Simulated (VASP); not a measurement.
# NiO (Fm-3m) in VASP: further runs, part 2 of 2

VASP 6.6.1.

### Step 3. Single point, RPBE+D3(BJ), collinear spin, ferromagnetic start

This run uses another cell than the first one, of 9.01 Å³/atom.

File INCAR:

```
  ALGO = Normal
  EDIFF = 1E-6
  ENCUT = 520
  GGA = RP
  ISIF = 2
  ISMEAR = -1
  ISPIN = 2
  IVDW = 12
  LASPH = True
  LCHARG = False
  LMAXMIX = 4
  LORBIT = 11
  LREAL = False
  LWAVE = False
  MAGMOM = 1 0
  NBANDS = 19
  NELM = 150
  PREC = Accurate
  SIGMA = 0.05
```

File KPOINTS:

```
k-points
0
Gamma
  11 11 11
```

File POSCAR:

```
NiO
1.0
    0.0000000000      2.0807207479      2.0807207479
    2.0807207479      0.0000000000      2.0807207479
    2.0807207479      2.0807207479      0.0000000000
Ni O
1 1
Direct
    0.0000000000      0.0000000000      0.0000000000
    0.5000000000      0.5000000000      0.5000000000
```

Potentials or basis: VASP PAW PBE potentials, release 64 (Ni, O).

Launch:

```console
$ cat potpaw_PBE.64/Ni/POTCAR potpaw_PBE.64/O/POTCAR > POTCAR
$ mpirun -np 1 vasp_std > vasp.out
```

It took 17 s on 1 thread of Intel Xeon 6975P-C (Granite Rapids), shared host; peak memory 0.18 GiB.

It converged, with:

```yaml
Free_energy: -12.8509 eV
Pressure: -0.3 GPa
Net_moment: 1.78 μB per cell
Site_moments: Ni +1.47; O +0.27 μB
Valence_electrons_inside_the_program's_atomic_spheres: Ni 8.99; O 5.00
Dispersion_energy_per_atom: -1.142 eV
```

Levels at points of the mesh, in eV from the Fermi level:
Spin up:
```
           k point  band 5  band 6  band 7  band 8  band 9  band 10  band 11  band 12  band 13  band 14
(0.00, 0.00, 0.00)   -3.03   -3.03   -2.73   -2.73   -2.73     1.63    17.94    19.03    19.03    19.03
```
Spin down:
| k point | band 4 | band 5 | band 6 | band 7 | band 8 | band 9 | band 10 | band 11 |
| --- | --- | --- | --- | --- | --- | --- | --- | --- |
| (0.00, 0.00, 0.00) | -2.51 | -1.91 | -1.91 | -1.91 | -0.55 | -0.55 | 1.97 | 17.84 |

Caveat: the PAW data sets were made with another functional, which shifts forces and pressure a little; a cell with one magnetic atom can't hold antiferromagnetic order, which such compounds often take; semilocal functionals often make such compounds metallic where correlation or magnetic order opens a gap, which also shifts bond lengths.

### Step 4. Single point, BLYP+D4, collinear spin, ferromagnetic start

This run uses another cell than the first one, of 9.08 Å³/atom.

File INCAR:

```
  PREC = Accurate
  ENCUT = 520
  EDIFF = 1E-6
  ISMEAR = -1
  SIGMA = 0.05
  LREAL = False
  LASPH = True
  NELM = 150
  ALGO = Normal
  ISIF = 2
  LWAVE = False
  LCHARG = True
  ISPIN = 2
  MAGMOM = 1 0
  LORBIT = 11
  LMAXMIX = 4
  GGA = B5
  ALDAX = 1.0
  AGGAX = 1.0
  AGGAC = 1.0
  ALDAC = 0.0
  IVDW = 13
  VDW_S6 = 1.0
  VDW_S8 = 2.34076671
  VDW_A1 = 0.44488865
  VDW_A2 = 4.0933009
  LELF = True
  LVHAR = True
  NBANDS = 19
```

File KPOINTS:

```
regular mesh
0
Gamma
  11 11 11
```

File POSCAR:

```
NiO
1.0
    0.0000000000      2.0859016414      2.0859016414
    2.0859016414      0.0000000000      2.0859016414
    2.0859016414      2.0859016414      0.0000000000
Ni O
1 1
Direct
    0.0000000000      0.0000000000      0.0000000000
    0.5000000000      0.5000000000      0.5000000000
```

Launch:

```console
$ cat potpaw_PBE.64/Ni/POTCAR potpaw_PBE.64/O/POTCAR > POTCAR
$ mpirun -np 1 vasp_std > vasp.out
```

Run time: 19 s. Hardware: 1 thread of Intel Xeon 6975P-C (Granite Rapids), shared host; peak memory 0.17 GiB.

The run converged. Its results:

- Free energy: -11.7658 eV
- Pressure: 4.0 GPa
- Net moment: 1.60 μB per cell
- Site moments: Ni +1.32; O +0.24 μB
- Valence electrons inside the program's atomic spheres: Ni 9.02; O 4.99
- Dispersion energy per atom: -0.595 eV

Levels at points of the mesh, in eV from the Fermi level:
Spin up:
| k point | band 5 | band 6 | band 7 | band 8 | band 9 | band 10 | band 11 | band 12 | band 13 | band 14 |
| --- | --- | --- | --- | --- | --- | --- | --- | --- | --- | --- |
| (0.00, 0.00, 0.00) | -2.97 | -2.97 | -2.64 | -2.64 | -2.64 | 1.79 | 18.54 | 19.24 | 19.24 | 19.24 |
Spin down:
```csv
k point,band 3,band 4,band 5,band 6,band 7,band 8,band 9,band 10,band 11,band 12
"(0.00, 0.00, 0.00)",-2.62,-2.62,-1.92,-1.92,-1.92,-0.71,-0.71,2.10,18.51,19.43
```

Caveat: the cell stands under pressure; the PAW data sets were made with another functional, which shifts forces and pressure a little; a cell with one magnetic atom can't hold antiferromagnetic order, which such compounds often take; semilocal functionals often make such compounds metallic where correlation or magnetic order opens a gap, which also shifts bond lengths. With open d or f shells a metallic result of BLYP can be an artefact of self-interaction; +U or a hybrid may open a gap.

### Step 5. Single point, BLYP+D4, collinear spin, ferromagnetic start

This run uses another cell than the first one, of 9.26 Å³/atom.

File INCAR:

```
AGGAC = 1.0
AGGAX = 1.0
ALDAC = 0.0
ALDAX = 1.0
ALGO = Normal
EDIFF = 1E-6
ENCUT = 520
GGA = B5
ISIF = 2
ISMEAR = -1
ISPIN = 2
IVDW = 13
LASPH = T
LCHARG = F
LMAXMIX = 4
LORBIT = 11
LREAL = F
LWAVE = F
MAGMOM = 1 0
NBANDS = 19
NELM = 150
PREC = Accurate
SIGMA = 0.05
VDW_A1 = 0.44488865
VDW_A2 = 4.0933009
VDW_S6 = 1.0
VDW_S8 = 2.34076671
```

File KPOINTS:

```
k-points
0
Gamma
  11 11 11
```

File POSCAR:

```
NiO
1.0
    0.0000000000      2.0997159621      2.0997159621
    2.0997159621      0.0000000000      2.0997159621
    2.0997159621      2.0997159621      0.0000000000
Ni O
1 1
Direct
    0.0000000000      0.0000000000      0.0000000000
    0.5000000000      0.5000000000      0.5000000000
```

Potentials or basis: VASP PAW PBE potentials, release 64 (Ni, O).

Launch:

```console
$ cat potpaw_PBE.64/Ni/POTCAR potpaw_PBE.64/O/POTCAR > POTCAR
$ mpirun -np 1 vasp_std > vasp.out
```

OUTCAR:

```text
EDIFF = 1E-6
   ENCUT = 520
   GGA = B5
   ISIF = 2
   ISMEAR = -1
   ISPIN = 2
   IVDW = 13
   LASPH = T
   LORBIT = 11
   LREAL = F
   NELM = 150
   PREC = Accurate

 ion  position               nearest neighbor table
   1  0.000  0.000  0.000-   2 2.10   2 2.10   2 2.10   2 2.10   2 2.10   2 2.10
   2  0.500  0.500  0.500-   1 2.10   1 2.10   1 2.10   1 2.10   1 2.10   1 2.10

  LATTYP: Found a face centered cubic cell.
 ALAT       =     4.1994319242

  Lattice vectors:

 A1 = (   0.0000000000,   2.0997159621,   2.0997159621)
 A2 = (   2.0997159621,   0.0000000000,   2.0997159621)
 A3 = (   2.0997159621,   2.0997159621,   0.0000000000)

Analysis of symmetry for initial positions (statically):
=====================================================================
 Subroutine PRICEL returns:
 Original cell was already a primitive cell.

 Routine SETGRP: Setting up the symmetry group for a
 face centered cubic supercell.

[... 725 lines left out ...]
      3       5.5469      1.00000
      4       5.5469      1.00000
      5       6.1515      1.00000
      6       6.1517      1.00000
[... 517 lines left out ...]
     18      39.2839      0.00000
     19      40.2323      0.00000

 [... further k-points ...]

------------------------ aborting loop because EDIFF is reached ----------------------------------------

  DFT-D4 for vdW energy calculation

  Edisp (eV):   -1.17007

  FORCE on cell =-STRESS in cart. coord.  units (eV):
  Direction    XX          YY          ZZ          XY          YZ          ZX
  --------------------------------------------------------------------------------------
  -------------------------------------------------------------------------------------
  Total       0.09876     0.09876     0.09876    -0.00000     0.00000     0.00000
  in kB       8.54664     8.54664     8.54664    -0.00000     0.00000     0.00000
  external pressure =        8.55 kB  Pullay stress =        0.00 kB

 VOLUME and BASIS-vectors are now :
 -----------------------------------------------------------------------------
  energy-cutoff  :      520.00
  volume of cell :       18.51
      direct lattice vectors                 reciprocal lattice vectors
     0.000000000  2.099715962  2.099715962    -0.238127446  0.238127446  0.238127446
     2.099715962  0.000000000  2.099715962     0.238127446 -0.238127446  0.238127446
     2.099715962  2.099715962  0.000000000     0.238127446  0.238127446 -0.238127446

 POSITION                                       TOTAL-FORCE (eV/Angst)
 -----------------------------------------------------------------------------------
      0.00000      0.00000      0.00000         0.000000      0.000000      0.000000
      2.09972      2.09972      2.09972         0.000000      0.000000      0.000000
 -----------------------------------------------------------------------------------
    total drift:                                0.000000     -0.000000     -0.000000

  FREE ENERGIE OF THE ION-ELECTRON SYSTEM (eV)
  ---------------------------------------------------
  free  energy   TOTEN  =       -11.7713720042 eV

  energy  without entropy=      -11.7594629217  energy(sigma->0) =      -11.76541746

 total charge

# of ion       s       p       d       tot
------------------------------------------
    1        0.324   0.386   8.270   8.981
    2        1.550   3.435   0.000   4.985
--------------------------------------------------
tot          1.875   3.821   8.270  13.966

 magnetization (x)

# of ion       s       p       d       tot
------------------------------------------
    1        0.010   0.013   1.354   1.377
    2        0.027   0.229   0.000   0.257
--------------------------------------------------
tot          0.037   0.242   1.354   1.633
```

Run time: 20 s. Hardware: 1 thread of Intel Xeon 6975P-C (Granite Rapids), shared host; peak memory 0.16 GiB.

Results:

```yaml
Free_energy: -11.7714 eV
Pressure: 0.9 GPa
Net_moment: 1.68 μB per cell
Site_moments: Ni +1.38; O +0.26 μB
Valence_electrons_inside_the_program's_atomic_spheres: Ni 8.98; O 4.99
Dispersion_energy_per_atom: -0.585 eV
```

Caveat: the PAW data sets were made with another functional, which shifts forces and pressure a little; a cell with one magnetic atom can't hold antiferromagnetic order, which such compounds often take; semilocal functionals often make such compounds metallic where correlation or magnetic order opens a gap, which also shifts bond lengths.

### Step 6. The runs side by side

```tsv
level	cell	gap on the mesh (eV)	pressure (GPa)	moment (μB)
BLYP+D4	a = 2.930 Å, angles 60.0°, 2 atoms	none	8.2	1.54
RPBE+D3(BJ)	a = 2.943 Å, angles 60.0°, 2 atoms	none	-0.3	1.78
BLYP+D4	a = 2.950 Å, angles 60.0°, 2 atoms	none	4.0	1.60
BLYP+D4	a = 2.969 Å, angles 60.0°, 2 atoms	none	0.9	1.68
```

Alike in all rows: task single point; potentials or basis VASP PAW PBE potentials, release 64 (Ni, O); spin collinear, ferromagnetic start; k mesh 11 × 11 × 11; cutoff (eV) 520; smearing fermi-dirac 0.05 eV.

Caveats: the PAW data sets were made with another functional, which shifts forces and pressure a little; a cell with one magnetic atom can't hold antiferromagnetic order, which such compounds often take; semilocal functionals often make such compounds metallic where correlation or magnetic order opens a gap, which also shifts bond lengths; the cell stands under pressure (at least some runs).

Total energies depend on the potentials used, so only differences within one code and one set of settings carry meaning.

### Step 7. Against experiment

Step 3. Measured gap of NiO: 4.3 eV (quoted in “Local correlations, non-local screening, multiplets, and band formation in NiO”, 2012, arxiv:1210.6675). This calculation gives 0.00 eV (-4.30 eV). So large a miss can be the level of theory's own, or it may mean another phase, state or a wrong row. The value is that of RPBE+D3(BJ) on a finite k mesh, which can miss the band edges, without temperature or zero-point motion. Semilocal functionals fall short of measured gaps as a rule. The run's magnetic order (collinear spin, ferromagnetic start) needn't be the measured crystal's.

Step 5. Against the measured gap of NiO, 4.3 eV (quoted in “Local correlations, non-local screening, multiplets, and band formation in NiO”, 2012, arxiv:1210.6675), the calculated 0.00 eV is off by -4.30 eV. So large a miss can be the level of theory's own, or it may mean another phase, state or a wrong row. The value is that of BLYP+D4 on a finite k mesh, which can miss the band edges, without temperature or zero-point motion. Semilocal functionals fall short of measured gaps as a rule. The run's magnetic order (collinear spin, ferromagnetic start) needn't be the measured crystal's.
